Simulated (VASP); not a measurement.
# Ru: single point with r2SCAN

Ru:

```
CELL_PARAMETERS angstrom
0.00000 1.91176 1.91176
1.91176 0.00000 1.91176
1.91176 1.91176 0.00000
ATOMIC_POSITIONS crystal
Ru 0.00000 0.00000 0.00000
```

This isn't the form of Ru at room conditions, which is hcp.

```
Program             : VASP 6.6.1
Task                : single point
Functional          : r2SCAN
Potentials or basis : VASP PAW PBE potentials, release 64 (Ru_sv)
Cutoff              : 620 eV
k mesh              : 11 × 11 × 11
Occupations         : tetrahedron
Spin                : no spin polarisation
```

```yaml
Pressure: -9.4 GPa
Band_gap_on_the_k_mesh: zero (bands 8 and 9 overlap by 3.38 eV)
```

Levels at points of the mesh, in eV from the Fermi level:
```csv
k point,band 5,band 6,band 7,band 8,band 9,band 10,band 11,band 12
"(0.00, 0.00, 0.00)",-8.06,-2.55,-2.55,-2.55,-0.13,-0.13,15.64,21.55
```

Run time: 43 s on 1 thread of AMD EPYC 7R13 Processor (Zen 3), with other jobs on the host, peak memory 0.12 GiB.

Caveat: the cell stands under tension; the PAW data sets were made with another functional, which shifts forces and pressure a little; tetrahedron occupations give inexact forces and stress in metals.
